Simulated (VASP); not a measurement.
# AlP (F-43m) in VASP: notebook

The runs below take AlP through single point, with r2SCAN.

Program: VASP 6.6.1. These are calculated values, not measurements. Logs are shortened: lines on timing, memory, paths and dates and some standing lists are left out, and cuts for length are marked.

## (1) The cell of the first run

It takes space group F-43m (No. 216, cubic). The conventional cell has a = 5.588 Å, b = 5.588 Å, c = 5.588 Å, α = 90.00°, β = 90.00°, γ = 90.00°. Within 3.2 Å of Al (site symmetry -43m) lie 4 P at 2.42 Å. P (site symmetry -43m) has 4 Al at 2.42 Å within 3.2 Å.

## (2) Single point, r2SCAN (strain +2.0%)

POSCAR

```
AlP
1.0
    0.0000000000      2.7940423507      2.7940423507
    2.7940423507      0.0000000000      2.7940423507
    2.7940423507      2.7940423507      0.0000000000
Al P
1 1
Direct
    0.0000000000      0.0000000000      0.0000000000
    0.2500000000      0.2500000000      0.2500000000
```

INCAR.step1

```
  ALGO = Normal
  EDIFF = 1E-5
  ENCUT = 550
  GGA = PE
  GGA_COMPAT = False
  ISMEAR = 0
  LASPH = True
  LCHARG = False
  LREAL = False
  LWAVE = True
  NBANDS = 11
  NELM = 120
  PREC = Accurate
  SIGMA = 0.01
```

INCAR.step2

```
  ALGO = Normal
  EDIFF = 1E-6
  ENCUT = 550
  GGA_COMPAT = False
  ISIF = 2
  ISMEAR = 0
  ISTART = 1
  LASPH = True
  LCHARG = True
  LELF = True
  LMIXTAU = True
  LREAL = False
  LVHAR = True
  LWAVE = False
  METAGGA = R2SCAN
  NBANDS = 11
  NELM = 120
  PREC = Accurate
  SIGMA = 0.01
```

KPOINTS

```
k-points
0
Gamma
  8 8 8
```

Potentials or basis: VASP PAW PBE potentials, release 64 (Al, P).

Started as:

```bash
> cat potpaw_PBE.64/Al/POTCAR potpaw_PBE.64/P/POTCAR > POTCAR
> cp INCAR.step1 INCAR
> mpirun -np 1 vasp_std > vasp.out
> cp INCAR.step2 INCAR
> mpirun -np 1 vasp_std > vasp.out
```

OUTCAR:

```text
EDIFF = 1E-6
   ENCUT = 550
   ISIF = 2
   ISMEAR = 0
   ISTART = 1
   LASPH = True
   LREAL = False
   METAGGA = R2SCAN
   NELM = 120
   PREC = Accurate

 ion  position               nearest neighbor table
   1  0.000  0.000  0.000-   2 2.42   2 2.42   2 2.42   2 2.42
   2  0.250  0.250  0.250-   1 2.42   1 2.42   1 2.42   1 2.42

  LATTYP: Found a face centered cubic cell.
 ALAT       =     5.5880847014

  Lattice vectors:

 A1 = (   0.0000000000,   2.7940423507,   2.7940423507)
 A2 = (   2.7940423507,   0.0000000000,   2.7940423507)
 A3 = (   2.7940423507,   2.7940423507,   0.0000000000)

Analysis of symmetry for initial positions (statically):
=====================================================================
 Subroutine PRICEL returns:
 Original cell was already a primitive cell.

 Routine SETGRP: Setting up the symmetry group for a
 face centered cubic supercell.

 Subroutine GETGRP returns: Found 24 space group operations
 (whereof 24 operations were pure point group operations)
 out of a pool of 48 trial point group operations.

The static configuration has the point symmetry T_d .

Analysis of symmetry for dynamics (positions and initial velocities):
=====================================================================
 Subroutine PRICEL returns:
 Original cell was already a primitive cell.

 Routine SETGRP: Setting up the symmetry group for a
 face centered cubic supercell.

 Subroutine GETGRP returns: Found 24 space group operations
 (whereof 24 operations were pure point group operations)
 out of a pool of 48 trial point group operations.

The dynamic configuration has the point symmetry T_d .

 Subroutine INISYM returns: Found 24 space group operations
 (whereof 24 operations are pure point group operations),
 and found     1 'primitive' translations

----------------------------------------------------------------------------------------

                                     Primitive cell

  volume of cell :      43.6243

  direct lattice vectors                    reciprocal lattice vectors
     0.000000000  2.794042351  2.794042351    -0.178952191  0.178952191  0.178952191
     2.794042351  0.000000000  2.794042351     0.178952191 -0.178952191  0.178952191
     2.794042351  2.794042351  0.000000000     0.178952191  0.178952191 -0.178952191

  length of vectors
     3.951372586  3.951372586  3.951372586     0.309954287  0.309954287  0.309954287

  position of ions in fractional coordinates (direct lattice)
     0.000000000  0.000000000  0.000000000
[... 81 lines left out ...]
   NSW    =      0    number of steps for IOM
   IBRION =     -1    ionic relax: 0-MD 1-quasi-New 2-CG
   NFREE  =      0    steps in history (QN), initial steepest desc. (CG)
   ISIF   =      2    stress and relaxation
   ISYM   =      2    0-nonsym 1-usesym 2-fastsym
   POTIM  = 0.5000    time-step for ionic-motion
   TEBEG  =    0.0;   TEEND  =   0.0 temperature during run
   PSTRESS=    0.0 pullay stress
   NELECT =       8.0000    total number of electrons
   NUPDOWN=      -1.0000    fix difference up-down
   EMIN   =  10.00;   EMAX   =-10.00  energy-range for DOS
   EFERMI =   0.00;   METHOD = LEGACY
   ISMEAR =     0;   SIGMA  =   0.01  broadening in eV -4-tet -1-fermi 0-gaus
   EFERMI_NEDOS =   21; number of points for ismear=-14 and -15
   IALGO  =     38    algorithm
   IMIX   =      4    mixing-type and parameters
     AMIX     =   0.40;   BMIX     =  1.00
     AMIX_MAG =   1.60;   BMIX_MAG =  1.00
  volume/ion in A,a.u.               =      21.81       147.20
  Fermi-wavevector in a.u.,A,eV,Ry     =   0.930098  1.757630 11.770148  0.865081
  Thomas-Fermi vector in A             =   2.056450
   LORBIT       =      0    0 simple, 1 ext, 2 COOP (PROOUT), +10 PAW based schemes
   METAGGA = R2SCAN    functional components
   LHFCALC =     F    Hartree Fock is set to
   AEXX    =    0.0000 exact exchange contribution
   IVDW    =     0    specifies the selected vdW correction
   LEPSILON=     F    determine dielectric tensor
   LRPA    =     F    only Hartree local field effects (RPA)
 non-spin polarized calculation
 Gauss-broadening in eV      SIGMA  =   0.01
  energy-cutoff  :      550.00
  volume of cell :       43.62
 maximum number of plane-waves:      1303
   NGX = 15   NGY = 15   NGZ = 15

 number of electron       8.0000001 magnetization

 Free energy of the ion-electron system (eV)
  ---------------------------------------------------
  ext. energy  EPLUGINS =         0.00000000
  ---------------------------------------------------
  free energy    TOTEN  =       -17.16576601 eV

  energy without entropy =      -17.16576601  energy(sigma->0) =      -17.16576601

 E-fermi :   3.9108     XC(G=0):  -9.3586

 val. band max:        3.7906789866   @ k =   0.0000   0.0000   0.0000
 cond. band min:       5.8194294372   @ k =   0.5000   0.5000   0.0000
 fundamental gap:      2.0287504506
 Fermi energy:         3.9108046697

 k-point     1 :       0.0000    0.0000    0.0000
  band No.  band energies     occupation
      1      -7.8048      2.00000
      2       3.7907      2.00000
      3       3.7907      2.00000
      4       3.7907      2.00000
      5       7.1609      0.00000
      6       8.6587      0.00000
      7       8.6587      0.00000
      8       8.6587      0.00000
      9      13.0197      0.00000
     10      13.0197      0.00000
     11      14.4615      0.00000
[... 309 lines left out ...]
 k-point    24 :      -0.3750    0.2500    0.1250
  band No.  band energies     occupation
      1      -5.9347      2.00000
      2      -1.2480      2.00000
      3       1.2995      2.00000
      4       2.3705      2.00000
      5       8.0589      0.00000
      6       8.6676      0.00000
      7      10.9795      0.00000
      8      11.8177      0.00000
      9      13.1378      0.00000
     10      15.6890      0.00000
     11      16.8475      0.00000

 [... further k-points ...]
[... 5 lines left out ...]
  --------------------------------------------------------------------------------------
  -------------------------------------------------------------------------------------
  Total       -1.3675597     -1.3675597     -1.3675597     -0.0000000      0.0000000     -0.0000000
  in kB      -50.2259232    -50.2259232    -50.2259232     -0.0000000      0.0000000     -0.0000000
  external PRESSURE =     -50.2259232 kB  Pullay stress =       0.0000000 kB

 VOLUME and BASIS-vectors are now :
 -----------------------------------------------------------------------------
  energy-cutoff  :      550.00
  volume of cell :       43.62
      direct lattice vectors                 reciprocal lattice vectors
     0.000000000  2.794042351  2.794042351    -0.178952191  0.178952191  0.178952191
     2.794042351  0.000000000  2.794042351     0.178952191 -0.178952191  0.178952191
     2.794042351  2.794042351  0.000000000     0.178952191  0.178952191 -0.178952191

 POSITION                                       TOTAL-FORCE (eV/Angst)
 -----------------------------------------------------------------------------------
      0.00000      0.00000      0.00000        -0.000000     -0.000000     -0.000000
      1.39702      1.39702      1.39702         0.000000      0.000000      0.000000
 -----------------------------------------------------------------------------------
    total drift:                                0.000000      0.000000      0.000000

  FREE ENERGIE OF THE ION-ELECTRON SYSTEM (eV)
  ---------------------------------------------------
  free  energy   TOTEN  =       -17.1657660106 eV

  energy  without entropy=      -17.1657660106  energy(sigma->0) =      -17.16576601
```

OUTCAR.step1:

```text
EDIFF = 1E-5
   ENCUT = 550
   GGA = PE
   ISMEAR = 0
   LASPH = True
[... 556 lines left out ...]
 -----------------------------------------------------------------------------------
      0.00000      0.00000      0.00000        -0.000000     -0.000000     -0.000000
      1.39702      1.39702      1.39702         0.000000      0.000000      0.000000
 -----------------------------------------------------------------------------------
    total drift:                               -0.000000     -0.000000     -0.000000

  FREE ENERGIE OF THE ION-ELECTRON SYSTEM (eV)
  ---------------------------------------------------
  free  energy   TOTEN  =       -10.3563938905 eV

  energy  without entropy=      -10.3563938905  energy(sigma->0) =      -10.35639389
```

It took 42 s on 1 thread of AMD EPYC 9R45 (Zen 5), shared host; peak memory 0.14 GiB.

Results:

```
Free energy            : -17.1658 eV
Pressure               : -5.0 GPa
Band gap on the k mesh : 2.03 eV, indirect (least direct gap 3.37 eV)
```

Levels at points of the mesh, in eV from the valence-band top:
```csv
k point,band 1,band 2,band 3,band 4,band 5,band 6,band 7,band 8,band 9
"(0.00, 0.00, 0.00)",-11.60,0.00,0.00,0.00,3.37,4.87,4.87,4.87,9.23
"(0.50, 0.00, 0.00)",-10.02,-5.37,-0.75,-0.75,3.05,5.19,5.19,8.72,11.94
"(0.50, 0.50, 0.00)",-9.40,-5.20,-2.04,-2.04,2.03,2.85,11.36,11.36,12.25
```

Caveat: the cell differs from its parent crystal (strain +2.0%); the PAW data sets were made with another functional, which shifts forces and pressure a little.

## (3) Single point, r2SCAN (strain +3.0%)

POSCAR

```
AlP
1.0
    0.0000000000      2.8214349228      2.8214349228
    2.8214349228      0.0000000000      2.8214349228
    2.8214349228      2.8214349228      0.0000000000
Al P
1 1
Direct
    0.0000000000      0.0000000000      0.0000000000
    0.2500000000      0.2500000000      0.2500000000
```

INCAR.step1

```
ALGO = Normal
EDIFF = 1E-5
ENCUT = 550
GGA = PE
GGA_COMPAT = F
ISMEAR = 0
LASPH = T
LCHARG = F
LREAL = F
LWAVE = T
NBANDS = 11
NELM = 120
PREC = Accurate
SIGMA = 0.01
```

INCAR.step2

```
ALGO = Normal
EDIFF = 1E-6
ENCUT = 550
GGA_COMPAT = F
ISIF = 2
ISMEAR = 0
ISTART = 1
LASPH = T
LCHARG = T
LELF = T
LMIXTAU = T
LREAL = F
LVHAR = T
LWAVE = F
METAGGA = R2SCAN
NBANDS = 11
NELM = 120
PREC = Accurate
SIGMA = 0.01
```

KPOINTS is that of step 2.

Potentials or basis: VASP PAW PBE potentials, release 64 (Al, P).

Started as:

```bash
> cat potpaw_PBE.64/Al/POTCAR potpaw_PBE.64/P/POTCAR > POTCAR
> cp INCAR.step1 INCAR
> mpirun -np 1 vasp_std > vasp.out
> cp INCAR.step2 INCAR
> mpirun -np 1 vasp_std > vasp.out
```

Run time: 44 s. Hardware: 1 thread of AMD EPYC 9R45 (Zen 5), shared host; peak memory 0.15 GiB.

The run converged. Its results:

* Free energy: -17.1172 eV
* Pressure: -6.9 GPa
* Band gap on the k mesh: 2.07 eV, indirect (least direct gap 3.11 eV)

Levels at points of the mesh, in eV from the valence-band top:
```
           k point  band 1  band 2  band 3  band 4  band 5  band 6  band 7  band 8  band 9
(0.00, 0.00, 0.00)  -11.44    0.00    0.00    0.00    3.11    4.82    4.82    4.82    9.19
(0.50, 0.00, 0.00)   -9.93   -5.25   -0.73   -0.73    2.93    5.18    5.18    8.61   11.84
(0.50, 0.50, 0.00)   -9.34   -5.11   -1.98   -1.98    2.07    2.85   11.10   11.10   11.92
```

Caveat: the cell differs from its parent crystal (strain +3.0%); the PAW data sets were made with another functional, which shifts forces and pressure a little.

## (4) Single point, r2SCAN (strain +4.0%)

POSCAR

```
AlP
1.0
    0.0000000000      2.8488274949      2.8488274949
    2.8488274949      0.0000000000      2.8488274949
    2.8488274949      2.8488274949      0.0000000000
Al P
1 1
Direct
    0.0000000000      0.0000000000      0.0000000000
    0.2500000000      0.2500000000      0.2500000000
```

INCAR.step1

```
PREC     = Accurate       # precision mode
ENCUT    = 550            # plane-wave cutoff, eV
ISMEAR   = 0              # smearing method
SIGMA    = 0.01           # smearing width, eV
LREAL    = False          # projectors in reciprocal space
LASPH    = True           # aspherical terms in the spheres
NELM     = 120            # most SCF steps
NBANDS   = 11             # bands
GGA      = PE             # functional
ALGO     = Normal         # electronic algorithm
EDIFF    = 1E-5           # SCF threshold, eV
LWAVE    = True           # write WAVECAR
LCHARG   = False          # write CHGCAR
GGA_COMPAT= False
```

INCAR.step2

```
PREC     = Accurate       # precision mode
ENCUT    = 550            # plane-wave cutoff, eV
EDIFF    = 1E-6           # SCF threshold, eV
ISMEAR   = 0              # smearing method
SIGMA    = 0.01           # smearing width, eV
LREAL    = False          # projectors in reciprocal space
LASPH    = True           # aspherical terms in the spheres
NELM     = 120            # most SCF steps
ALGO     = Normal         # electronic algorithm
ISIF     = 2              # what is computed and relaxed
LWAVE    = False          # write WAVECAR
LCHARG   = False          # write CHGCAR
METAGGA  = R2SCAN         # meta-GGA
LMIXTAU  = True         
NBANDS   = 11             # bands
ISTART   = 1            
GGA_COMPAT= False
```

KPOINTS

```
Automatic mesh
0
Gamma
  8 8 8
```

Potentials or basis: VASP PAW PBE potentials, release 64 (Al, P).

Started as:

```bash
> cat potpaw_PBE.64/Al/POTCAR potpaw_PBE.64/P/POTCAR > POTCAR
> cp INCAR.step1 INCAR
> mpirun -np 1 vasp_std > vasp.out
> cp INCAR.step2 INCAR
> mpirun -np 1 vasp_std > vasp.out
```

OUTCAR:

```text
PREC = Accurate
   ENCUT = 550
   EDIFF = 1E-6
   ISMEAR = 0
   LREAL = False
   LASPH = True
   NELM = 120
   ISIF = 2
   METAGGA = R2SCAN
   ISTART = 1

 ion  position               nearest neighbor table
   1  0.000  0.000  0.000-   2 2.47   2 2.47   2 2.47   2 2.47
   2  0.250  0.250  0.250-   1 2.47   1 2.47   1 2.47   1 2.47

  LATTYP: Found a face centered cubic cell.
 ALAT       =     5.6976549898

  Lattice vectors:

 A1 = (   0.0000000000,   2.8488274949,   2.8488274949)
 A2 = (   2.8488274949,   0.0000000000,   2.8488274949)
 A3 = (   2.8488274949,   2.8488274949,   0.0000000000)

Analysis of symmetry for initial positions (statically):
=====================================================================
 Subroutine PRICEL returns:
 Original cell was already a primitive cell.

 Routine SETGRP: Setting up the symmetry group for a
 face centered cubic supercell.

 Subroutine GETGRP returns: Found 24 space group operations
 (whereof 24 operations were pure point group operations)
 out of a pool of 48 trial point group operations.

The static configuration has the point symmetry T_d .

Analysis of symmetry for dynamics (positions and initial velocities):
[... 164 lines left out ...]
 Fermi energy:         3.4104822359

 k-point     1 :       0.0000    0.0000    0.0000
  band No.  band energies     occupation
      1      -7.9841      2.00000
      2       3.3050      2.00000
      3       3.3050      2.00000
      4       3.3050      2.00000
      5       6.1604      0.00000
      6       8.0776      0.00000
      7       8.0776      0.00000
      8       8.0776      0.00000
      9      12.4616      0.00000
     10      12.4616      0.00000
     11      13.5564      0.00000
[... 309 lines left out ...]
 k-point    24 :      -0.3750    0.2500    0.1250
  band No.  band energies     occupation
      1      -6.2723      2.00000
      2      -1.5395      2.00000
      3       0.9420      2.00000
      4       1.9690      2.00000
      5       7.4423      0.00000
      6       8.0979      0.00000
      7      10.2714      0.00000
      8      11.1287      0.00000
      9      12.3698      0.00000
     10      14.9199      0.00000
     11      15.9523      0.00000

 [... further k-points ...]
[... 5 lines left out ...]
  --------------------------------------------------------------------------------------
  -------------------------------------------------------------------------------------
  Total       -2.4771136     -2.4771136     -2.4771136     -0.0000000     -0.0000000      0.0000000
  in kB      -85.8278162    -85.8278162    -85.8278162     -0.0000000     -0.0000000      0.0000000
  external PRESSURE =     -85.8278162 kB  Pullay stress =       0.0000000 kB

 VOLUME and BASIS-vectors are now :
 -----------------------------------------------------------------------------
  energy-cutoff  :      550.00
  volume of cell :       46.24
      direct lattice vectors                 reciprocal lattice vectors
     0.000000000  2.848827495  2.848827495    -0.175510803  0.175510803  0.175510803
     2.848827495  0.000000000  2.848827495     0.175510803 -0.175510803  0.175510803
     2.848827495  2.848827495  0.000000000     0.175510803  0.175510803 -0.175510803

 POSITION                                       TOTAL-FORCE (eV/Angst)
 -----------------------------------------------------------------------------------
      0.00000      0.00000      0.00000        -0.000000     -0.000000     -0.000000
      1.42441      1.42441      1.42441         0.000000      0.000000      0.000000
 -----------------------------------------------------------------------------------
    total drift:                                0.000000      0.000000      0.000000

  FREE ENERGIE OF THE ION-ELECTRON SYSTEM (eV)
  ---------------------------------------------------
  free  energy   TOTEN  =       -17.0530681727 eV

  energy  without entropy=      -17.0530681727  energy(sigma->0) =      -17.05306817
```

OUTCAR.step1:

```text
PREC = Accurate
   ENCUT = 550
   ISMEAR = 0
   LREAL = False
   LASPH = True
[... 557 lines left out ...]
      0.00000      0.00000      0.00000        -0.000000     -0.000000     -0.000000
      1.42441      1.42441      1.42441         0.000000      0.000000      0.000000
 -----------------------------------------------------------------------------------
    total drift:                                0.000000      0.000000      0.000000

  FREE ENERGIE OF THE ION-ELECTRON SYSTEM (eV)
  ---------------------------------------------------
  free  energy   TOTEN  =       -10.2717064787 eV

  energy  without entropy=      -10.2717064787  energy(sigma->0) =      -10.27170648
```

OSZICAR.step1:

```text
N       E                     dE             d eps       ncg     rms          rms(c)
DAV:   1     0.110856816111E+02    0.11086E+02   -0.31287E+03   646   0.569E+02
DAV:   2    -0.965269043137E+01   -0.20738E+02   -0.19910E+02   831   0.899E+01
DAV:   3    -0.105775357800E+02   -0.92485E+00   -0.92283E+00   817   0.178E+01
DAV:   4    -0.105868909360E+02   -0.93552E-02   -0.93541E-02   775   0.216E+00
DAV:   5    -0.105870761125E+02   -0.18518E-03   -0.18517E-03   808   0.287E-01    0.401E+00
DAV:   6    -0.102998265542E+02    0.28725E+00   -0.68371E-01   704   0.291E+00    0.246E+00
DAV:   7    -0.102708737807E+02    0.28953E-01   -0.18194E-01   779   0.169E+00    0.130E+00
DAV:   8    -0.102716168101E+02   -0.74303E-03   -0.14436E-02   724   0.574E-01    0.281E-01
DAV:   9    -0.102714879016E+02    0.12891E-03   -0.82604E-04   755   0.147E-01    0.129E-01
DAV:  10    -0.102717020511E+02   -0.21415E-03   -0.37697E-04   707   0.958E-02    0.218E-02
DAV:  11    -0.102717064787E+02   -0.44276E-05   -0.31797E-05   818   0.238E-02
   1 F= -.10271706E+02 E0= -.10271706E+02  d E =-.243783E-17
```

Wall time 49 s (1 thread of AMD EPYC 9R45 (Zen 5), shared host); peak memory 0.15 GiB.

Results:

* Free energy: -17.0531 eV
* Pressure: -8.6 GPa
* Band gap on the k mesh: 2.11 eV, indirect (least direct gap 2.86 eV)

Caveat: the cell differs from its parent crystal (strain +4.0%); the PAW data sets were made with another functional, which shifts forces and pressure a little. A k mesh can miss the band edges.

## (5) Overview

| cell | gap on the mesh (eV) | pressure (GPa) |
| --- | --- | --- |
| a = 3.951 Å, angles 60.0°, 2 atoms | 2.03 | -5.0 |
| a = 3.990 Å, angles 60.0°, 2 atoms | 2.07 | -6.9 |
| a = 4.029 Å, angles 60.0°, 2 atoms | 2.11 | -8.6 |

Alike in all rows: task single point; level r2SCAN; potentials or basis VASP PAW PBE potentials, release 64 (Al, P); no spin polarisation; k mesh 8 × 8 × 8; cutoff (eV) 550; smearing gaussian 0.01 eV.

Caveats: the PAW data sets were made with another functional, which shifts forces and pressure a little.

Total energies depend on the potentials used, so only differences within one code and one set of settings carry meaning.
